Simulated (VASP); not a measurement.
# Cu in VASP: notebook

Runs on Cu. Level: PBEsol. Tasks: single point.

All numbers are computed with VASP 6.6.1; they aren't measurements. Logs are shortened: lines on timing, memory, paths and dates and some standing lists are left out, and cuts for length are marked.

## (1) The cell of the first run

Symmetry: Fm-3m, No. 225, cubic system. Conventional cell: a = 3.669 Å, b = 3.669 Å, c = 3.669 Å, α = 90.00°, β = 90.00°, γ = 90.00°. Within 3.4 Å of Cu (site symmetry m-3m) lie 12 Cu at 2.59 Å.

## (2) Single point, PBEsol (strain +0.015 along x and y, +0.015 along z)

The input, INCAR:

```
PREC = Accurate
ENCUT = 520
EDIFF = 1E-6
ISMEAR = 0
SIGMA = 0.15
LREAL = False
LASPH = True
NELM = 100
ALGO = Normal
ISIF = 2
LWAVE = False
LCHARG = True
GGA = PS
LELF = True
LVHAR = True
NBANDS = 12
```

The input, KPOINTS:

```
regular mesh
0
Gamma
  22 22 22
```

The input, POSCAR:

```
Cu
1.0
    0.0000000000      1.8346125000      1.8346125000
    1.8346125000      0.0000000000      1.8346125000
    1.8346125000      1.8346125000      0.0000000000
Cu
1
Direct
    0.0000000000      0.0000000000      0.0000000000
```

Potentials or basis: VASP PAW PBE potentials, release 64 (Cu).

Command:

```
$ cat potpaw_PBE.64/Cu/POTCAR > POTCAR
$ mpirun -np 1 vasp_std > vasp.out
```

OUTCAR:

```text
PREC = Accurate
   ENCUT = 520
   EDIFF = 1E-6
   ISMEAR = 0
   LREAL = False
   LASPH = True
   NELM = 100
   ISIF = 2
   GGA = PS

 ion  position               nearest neighbor table
   1  0.000  0.000  0.000-

  LATTYP: Found a face centered cubic cell.
 ALAT       =     3.6692250000

  Lattice vectors:

 A1 = (   0.0000000000,   1.8346125000,   1.8346125000)
 A2 = (   1.8346125000,   0.0000000000,   1.8346125000)
 A3 = (   1.8346125000,   1.8346125000,   0.0000000000)

Analysis of symmetry for initial positions (statically):
=====================================================================
 Subroutine PRICEL returns:
 Original cell was already a primitive cell.

 Routine SETGRP: Setting up the symmetry group for a
 face centered cubic supercell.

 Subroutine GETGRP returns: Found 48 space group operations
 (whereof 48 operations were pure point group operations)
 out of a pool of 48 trial point group operations.

The static configuration has the point symmetry O_h .

Analysis of symmetry for dynamics (positions and initial velocities):
=====================================================================
 Subroutine PRICEL returns:
 Original cell was already a primitive cell.

 Routine SETGRP: Setting up the symmetry group for a
 face centered cubic supercell.

 Subroutine GETGRP returns: Found 48 space group operations
 (whereof 48 operations were pure point group operations)
 out of a pool of 48 trial point group operations.

The dynamic configuration has the point symmetry O_h .

 Subroutine INISYM returns: Found 48 space group operations
 (whereof 48 operations are pure point group operations),
 and found     1 'primitive' translations

----------------------------------------------------------------------------------------

                                     Primitive cell

  volume of cell :      12.3499

  direct lattice vectors                    reciprocal lattice vectors
     0.000000000  1.834612500  1.834612500    -0.272537116  0.272537116  0.272537116
     1.834612500  0.000000000  1.834612500     0.272537116 -0.272537116  0.272537116
     1.834612500  1.834612500  0.000000000     0.272537116  0.272537116 -0.272537116

  length of vectors
     2.594533879  2.594533879  2.594533879     0.472048132  0.472048132  0.472048132

  position of ions in fractional coordinates (direct lattice)
     0.000000000  0.000000000  0.000000000

  ion indices of the primitive-cell ions
   primitive index   ion index
                 1           1

----------------------------------------------------------------------------------------

 KPOINTS: regular mesh

Automatic generation of k-mesh.
 Grid dimensions read from file:
 generate k-points for:   22   22   22

 Generating k-lattice:

  Cartesian coordinates                     Fractional coordinates (reciprocal lattice)
    -0.012388051  0.012388051  0.012388051     0.045454545  0.000000000  0.000000000
     0.012388051 -0.012388051  0.012388051     0.000000000  0.045454545  0.000000000
     0.012388051  0.012388051 -0.012388051     0.000000000  0.000000000  0.045454545

  Length of vectors
     0.021456733  0.021456733  0.021456733

  Shift w.r.t. Gamma in fractional coordinates (k-lattice)
     0.000000000  0.000000000  0.000000000

 Subroutine IBZKPT returns following result:
 ===========================================

 Found    328 irreducible k-points:

 Following reciprocal coordinates:
            Coordinates               Weight
  0.000000  0.000000  0.000000      1.000000
  0.045455  0.000000  0.000000      8.000000
  0.090909  0.000000  0.000000      8.000000
  0.136364  0.000000  0.000000      8.000000
  0.181818  0.000000  0.000000      8.000000
  0.227273  0.000000  0.000000      8.000000
[... 16 lines left out ...]
  0.500000  0.045455  0.000000     24.000000
 -0.454545  0.045455  0.000000     24.000000
 [... further k-points ...]
   k-points           NKPTS =    328   k-points in BZ     NKDIM =    328   number of bands    NBANDS=     12
   number of dos      NEDOS =    301   number of ions     NIONS =      1
   total plane-waves  NPLWV =   8000
   dimension x,y,z NGX =    20 NGY =   20 NGZ =   20
   dimension x,y,z NGXF=    40 NGYF=   40 NGZF=   40
   ions per type =               1
   NGX,Y,Z   is equivalent  to a cutoff of  12.82, 12.82, 12.82 a.u.
   NGXF,Y,Z  is equivalent  to a cutoff of  25.63, 25.63, 25.63 a.u.
 SYSTEM =  unknown system
   PREC   = accura    normal or accurate (medium, high low for compatibility)
   ISTART =      0    job   : 0-new  1-cont  2-samecut
   ICHARG =      2    charge: 1-file 2-atom 10-const
   ISPIN  =      1    spin polarized calculation?
   LNONCOLLINEAR =      F non collinear calculations
   LSORBIT =      F    spin-orbit coupling
   LASPH  =      T    aspherical Exc in radial PAW
   ENCUT  =  520.0 eV  38.22 Ry    6.18 a.u.   4.82  4.82  4.82*2*pi/ulx,y,z
   NELM   =    100;   NELMIN=  2; NELMDL= -5     # of ELM steps
   EDIFF  = 0.1E-05   stopping-criterion for ELM
   LREAL  =      F    real-space projection
   EDIFFG = 0.1E-04   stopping-criterion for IOM
   NSW    =      0    number of steps for IOM
   IBRION =     -1    ionic relax: 0-MD 1-quasi-New 2-CG
   NFREE  =      0    steps in history (QN), initial steepest desc. (CG)
   ISIF   =      2    stress and relaxation
   ISYM   =      2    0-nonsym 1-usesym 2-fastsym
   POTIM  = 0.5000    time-step for ionic-motion
   TEBEG  =    0.0;   TEEND  =   0.0 temperature during run
   PSTRESS=    0.0 pullay stress
   NELECT =      11.0000    total number of electrons
   NUPDOWN=      -1.0000    fix difference up-down
   EMIN   =  10.00;   EMAX   =-10.00  energy-range for DOS
   EFERMI =   0.00;   METHOD = LEGACY
   ISMEAR =     0;   SIGMA  =   0.15  broadening in eV -4-tet -1-fermi 0-gaus
   EFERMI_NEDOS =   21; number of points for ismear=-14 and -15
   IALGO  =     38    algorithm
   IMIX   =      4    mixing-type and parameters
     AMIX     =   0.40;   BMIX     =  1.00
     AMIX_MAG =   1.60;   BMIX_MAG =  1.00
  volume/ion in A,a.u.               =      12.35        83.34
  Fermi-wavevector in a.u.,A,eV,Ry     =   1.575136  2.976575 33.756779  2.481053
  Thomas-Fermi vector in A             =   2.676165
   LORBIT       =      0    0 simple, 1 ext, 2 COOP (PROOUT), +10 PAW based schemes
   GGA     = PS    functional components
   LHFCALC =     F    Hartree Fock is set to
   AEXX    =    0.0000 exact exchange contribution
   IVDW    =     0    specifies the selected vdW correction
   LEPSILON=     F    determine dielectric tensor
   LRPA    =     F    only Hartree local field effects (RPA)
 non-spin polarized calculation
 Gauss-broadening in eV      SIGMA  =   0.15
  energy-cutoff  :      520.00
  volume of cell :       12.35
 maximum number of plane-waves:       342
   NGX =  9   NGY =  9   NGZ =  9

 number of electron      10.9999988 magnetization

 Free energy of the ion-electron system (eV)
  ---------------------------------------------------
  ext. energy  EPLUGINS =         0.00000000
  ---------------------------------------------------
  free energy    TOTEN  =        -4.27434170 eV

  energy without entropy =       -4.27145976  energy(sigma->0) =       -4.27290073

 E-fermi :   6.8425     XC(G=0): -12.6492

 val. band max:        6.8286618677   @ k =   0.4545   0.4091   0.0455
 cond. band min:       6.9021706700   @ k =   0.4545   0.3182   0.0000
 fundamental gap:      0.0735088023
 Fermi energy:         6.8425001855

 k-point     1 :       0.0000    0.0000    0.0000
  band No.  band energies     occupation
      1      -2.1912      2.00000
      2       3.9691      2.00000
      3       3.9691      2.00000
      4       3.9691      2.00000
      5       4.7454      2.00000
      6       4.7454      2.00000
      7      29.0847      0.00000
      8      31.3562      0.00000
      9      31.3562      0.00000
     10      31.3562      0.00000
     11      33.8080      0.00000
     12      33.8080      0.00000

 k-point     2 :       0.0455    0.0000    0.0000
  band No.  band energies     occupation
      1      -2.1182      2.00000
      2       3.9541      2.00000
      3       3.9827      2.00000
      4       3.9827      2.00000
      5       4.7400      2.00000
      6       4.7400      2.00000
      7      28.6484      0.00000
      8      30.3187      0.00000
      9      31.0990      0.00000
     10      31.0990      0.00000
     11      34.1731      0.00000
     12      34.1731      0.00000

 k-point     3 :       0.0909    0.0000    0.0000
  band No.  band energies     occupation
      1      -1.9007      2.00000
      2       3.9118      2.00000
      3       4.0200      2.00000
      4       4.0200      2.00000
      5       4.7270      2.00000
      6       4.7270      2.00000
      7      26.8576      0.00000
      8      29.7486      0.00000
      9      30.5767      0.00000
     10      30.5767      0.00000
     11      35.0037      0.00000
     12      35.0037      0.00000

 k-point     4 :       0.1364    0.0000    0.0000
  band No.  band energies     occupation
      1      -1.5436      2.00000
      2       3.8508      2.00000
      3       4.0695      2.00000
      4       4.0695      2.00000
      5       4.7173      2.00000
      6       4.7173      2.00000
      7      24.5666      0.00000
      8      29.5581      0.00000
      9      30.0324      0.00000
     10      30.0324      0.00000
     11      35.7650      0.00000
     12      35.9468      0.00000

 k-point     5 :       0.1818    0.0000    0.0000
  band No.  band energies     occupation
      1      -1.0569      2.00000
      2       3.7856      2.00000
      3       4.1111      2.00000
      4       4.1111      2.00000
      5       4.7292      2.00000
      6       4.7292      2.00000
      7      22.2508      0.00000
      8      29.3527      0.00000
      9      29.5434      0.00000
     10      29.5434      0.00000
     11      35.6958      0.00000
     12      36.0986      0.00000
[... 228 lines left out ...]
      1       1.7580      2.00000
      2       3.9647      2.00000
      3       4.0163      2.00000
      4       4.4432      2.00000
      5       5.2070      2.00000
      6       5.3354      2.00000
      7      12.8151      0.00000
      8      27.1730      0.00000
      9      27.3962      0.00000
     10      28.4451      0.00000
     11      32.1221      0.00000
     12      33.0248      0.00000

 k-point    22 :       0.4545    0.0455    0.0000
  band No.  band energies     occupation
      1       1.9730      2.00000
      2       3.9324      2.00000
      3       3.9837      2.00000
      4       4.8429      2.00000
      5       5.2620      2.00000
      6       5.7706      2.00000
      7      11.3457      0.00000
      8      27.1787      0.00000
      9      27.3119      0.00000
     10      27.9756      0.00000
     11      32.0838      0.00000
     12      32.4148      0.00000

 k-point    23 :       0.5000    0.0455    0.0000
  band No.  band energies     occupation
      1       2.0502      2.00000
      2       3.9186      2.00000
      3       3.9662      2.00000
      4       5.0048      2.00000
      5       5.2769      2.00000
      6       6.2337      2.00000
      7      10.4660      0.00000
      8      26.8911      0.00000
      9      27.5847      0.00000
     10      27.7975      0.00000
     11      31.9511      0.00000
     12      32.1754      0.00000

 k-point    24 :      -0.4545    0.0455    0.0000
  band No.  band energies     occupation
      1       2.0360      2.00000
      2       3.9246      2.00000
      3       3.9666      2.00000
      4       4.9937      2.00000
      5       5.2484      2.00000
      6       6.1241      2.00000
      7      10.6618      0.00000
      8      26.6053      0.00000
      9      27.8567      0.00000
     10      27.9856      0.00000
     11      31.6419      0.00000
     12      32.3920      0.00000

 [... further k-points ...]

------------------------ aborting loop because EDIFF is reached ----------------------------------------

  FORCE on cell =-STRESS in cart. coord.  units (eV):
  Direction    XX          YY          ZZ          XY          YZ          ZX
  --------------------------------------------------------------------------------------
  -------------------------------------------------------------------------------------
  Total       -0.8595264     -0.8595264     -0.8595264      0.0000000     -0.0000000      0.0000000
  in kB     -111.5081905   -111.5081905   -111.5081905      0.0000000     -0.0000000      0.0000000
  external PRESSURE =    -111.5081905 kB  Pullay stress =       0.0000000 kB

 VOLUME and BASIS-vectors are now :
 -----------------------------------------------------------------------------
  energy-cutoff  :      520.00
  volume of cell :       12.35
      direct lattice vectors                 reciprocal lattice vectors
     0.000000000  1.834612500  1.834612500    -0.272537116  0.272537116  0.272537116
     1.834612500  0.000000000  1.834612500     0.272537116 -0.272537116  0.272537116
     1.834612500  1.834612500  0.000000000     0.272537116  0.272537116 -0.272537116

 POSITION                                       TOTAL-FORCE (eV/Angst)
 -----------------------------------------------------------------------------------
      0.00000      0.00000      0.00000        -0.000000      0.000000     -0.000000
 -----------------------------------------------------------------------------------
    total drift:                                0.000000      0.000000      0.000000

  FREE ENERGIE OF THE ION-ELECTRON SYSTEM (eV)
  ---------------------------------------------------
  free  energy   TOTEN  =        -4.2743417043 eV

  energy  without entropy=       -4.2714597557  energy(sigma->0) =       -4.27290073
```

It took 46 s on 1 thread of Intel Xeon 6975P-C, shared host; peak memory 0.16 GiB.

Results:

```
Free energy : -4.2743 eV
Pressure    : -11.2 GPa
```

Caveat: the cell differs from its parent crystal (strain +0.015 along x and y, +0.015 along z); the PAW data sets were made with another functional, which shifts forces and pressure a little.

## (3) Single point, PBEsol (strain +0.030 along x and y, +0.030 along z)

The input, INCAR:

```
SYSTEM = Cu
  PREC = Accurate
  ENCUT = 520
  EDIFF = 1E-6
  ISMEAR = 0
  SIGMA = 0.15
  LREAL = .FALSE.
  LASPH = .TRUE.
  NELM = 60
  ALGO = Normal
  ISIF = 2
  LWAVE = .FALSE.
  LCHARG = .FALSE.
  GGA = PS
  NBANDS = 12
```

The input, KPOINTS:

```
regular mesh
0
G
  22 22 22
  0 0 0
```

The input, POSCAR:

```
Cu
1.0
    0.0000000000      1.8617250000      1.8617250000
    1.8617250000      0.0000000000      1.8617250000
    1.8617250000      1.8617250000      0.0000000000
Cu
1
Direct
    0.0000000000      0.0000000000      0.0000000000
```

Potentials or basis: VASP PAW PBE potentials, release 64 (Cu).

Command:

```
$ cat potpaw_PBE.64/Cu/POTCAR > POTCAR
$ mpirun -np 1 vasp_std > vasp.out
```

Wall time 35 s (1 thread of Intel Xeon 6975P-C, shared host); peak memory 0.16 GiB.

It converged, with:

```yaml
Free_energy: -4.2286 eV
Pressure: -15.2 GPa
```

Levels at points of the mesh, in eV from the Fermi level:
| k point | band 2 | band 3 | band 4 | band 5 | band 6 | band 7 | band 8 | band 9 | band 10 | band 11 |
| --- | --- | --- | --- | --- | --- | --- | --- | --- | --- | --- |
| (0.00, 0.00, 0.00) | -2.75 | -2.75 | -2.75 | -2.02 | -2.02 | 21.89 | 23.83 | 23.83 | 23.83 | 26.27 |
| (0.50, 0.00, 0.00) | -2.77 | -2.77 | -1.53 | -1.53 | -0.77 | 3.33 | 20.42 | 20.69 | 20.69 | 23.82 |
| (0.50, 0.50, 0.00) | -3.97 | -1.54 | -1.41 | -1.41 | 1.54 | 6.51 | 12.38 | 12.38 | 16.69 | 18.85 |

Caveat: the cell differs from its parent crystal (strain +0.030 along x and y, +0.030 along z); the PAW data sets were made with another functional, which shifts forces and pressure a little.

## (4) Single point, PBEsol (strain -0.030 along x and y, -0.015 along z)

The input, INCAR:

```
SYSTEM = Cu
PREC = Accurate
ENCUT = 520
EDIFF = 1E-6
ISMEAR = 0
SIGMA = 0.15
LREAL = .FALSE.
LASPH = .TRUE.
NELM = 80
ALGO = Fast
ISIF = 2
LWAVE = .FALSE.
LCHARG = .TRUE.
GGA = PS
LELF = .TRUE.
LVHAR = .TRUE.
NBANDS = 12
```

The input, KPOINTS:

```
Automatic mesh
0
G
  22 22 22
  0 0 0
```

The input, POSCAR:

```
Cu
1.0
    0.0000000000      1.7532750000      1.7803875000
    1.7532750000      0.0000000000      1.7803875000
    1.7532750000      1.7532750000      0.0000000000
Cu
1
Direct
    0.0000000000      0.0000000000      0.0000000000
```

Command:

```
$ cat potpaw_PBE.64/Cu/POTCAR > POTCAR
$ mpirun -np 1 vasp_std > vasp.out
```

It took 66 s on 1 thread of Intel Xeon 6975P-C, shared host; peak memory 0.22 GiB.

It converged, with:

* Free energy: -4.3019 eV
* Pressure: 6.8 GPa

Stress tensor (GPa, compression positive):
```
7.19 0.00 0.00
0.00 7.19 0.00
0.00 0.00 6.02
```

Levels at points of the mesh, in eV from the Fermi level:
```
           k point  band 2  band 3  band 4  band 5  band 6  band 7  band 8  band 9  band 10  band 11
(0.00, 0.00, 0.00)   -3.33   -3.25   -3.25   -2.38   -2.30   23.19   26.33   26.43    26.43    28.95
(0.50, 0.00, 0.00)   -3.35   -3.27   -1.72   -1.68   -1.27    4.13   21.57   23.03    23.48    25.92
(0.50, 0.50, 0.00)   -4.84   -1.71   -1.55   -1.55    1.16    7.36   13.88   13.88    18.56    21.77
(0.50, 0.00, 0.50)   -4.85   -1.72   -1.57   -1.51    1.51    7.78   13.49   13.51    18.24    21.42
```

Caveat: the cell differs from its parent crystal (strain -0.030 along x and y, -0.015 along z); the PAW data sets were made with another functional, which shifts forces and pressure a little.

## (5) Single point, PBEsol (strain -0.030 along x and y, +0.000 along z)

The input, INCAR:

```
SYSTEM = Cu
PREC = Accurate
ENCUT = 520
EDIFF = 1E-6
ISMEAR = 0
SIGMA = 0.15
LREAL = .FALSE.
LASPH = .TRUE.
NELM = 60
ALGO = Fast
ISIF = 2
LWAVE = .FALSE.
LCHARG = .FALSE.
GGA = PS
NBANDS = 12
```

The input, KPOINTS:

```
regular mesh
0
G
  22 22 22
  0 0 0
```

The input, POSCAR:

```
Cu
1.0
    0.0000000000      1.7532750000      1.8075000000
    1.7532750000      0.0000000000      1.8075000000
    1.7532750000      1.7532750000      0.0000000000
Cu
1
Direct
    0.0000000000      0.0000000000      0.0000000000
```

Command:

```
$ cat potpaw_PBE.64/Cu/POTCAR > POTCAR
$ mpirun -np 1 vasp_std > vasp.out
```

Run time: 69 s. Hardware: 1 thread of Intel Xeon 6975P-C, shared host; peak memory 0.22 GiB.

Results (log left out):

```
Free energy : -4.3064 eV
Pressure    : 3.8 GPa
```

Stress tensor (GPa, compression positive):
```
4.61 0.00 0.00
0.00 4.61 0.00
0.00 0.00 2.32
```

Levels at points of the mesh, in eV from the Fermi level:
| k point | band 3 | band 4 | band 5 | band 6 | band 7 | band 8 | band 9 | band 10 |
| --- | --- | --- | --- | --- | --- | --- | --- | --- |
| (0.00, 0.00, 0.00) | -3.16 | -3.16 | -2.39 | -2.23 | 23.09 | 26.05 | 26.23 | 26.23 |
| (0.50, 0.00, 0.00) | -3.17 | -1.72 | -1.65 | -1.22 | 4.06 | 21.22 | 22.79 | 23.51 |
| (0.50, 0.50, 0.00) | -1.69 | -1.54 | -1.54 | 0.97 | 6.99 | 14.01 | 14.01 | 18.61 |
| (0.50, 0.00, 0.50) | -1.71 | -1.58 | -1.47 | 1.64 | 7.81 | 13.25 | 13.29 | 17.99 |

Caveat: the cell differs from its parent crystal (strain -0.030 along x and y, +0.000 along z); the PAW data sets were made with another functional, which shifts forces and pressure a little.

## (6) Summary

```csv
cell,gap on the mesh (eV),pressure (GPa)
"a = 2.595 Å, angles 60.0°, 1 atom",none,-11.2
"a = 2.633 Å, angles 60.0°, 1 atom",none,-15.2
"a = 2.499, b = 2.499, c = 2.480 Å, angles 60.3, 60.3, 59.5°, 1 atom",none,6.8
"a = 2.518, b = 2.518, c = 2.480 Å, angles 60.5, 60.5, 59.0°, 1 atom",none,3.8
```

Alike in all rows: task single point; level PBEsol; potentials or basis VASP PAW PBE potentials, release 64 (Cu); no spin polarisation; k mesh 22 × 22 × 22; cutoff (eV) 520; smearing gaussian 0.15 eV.

Caveats: the PAW data sets were made with another functional, which shifts forces and pressure a little.

Total energies depend on the potentials used, so only differences within one code and one set of settings carry meaning.
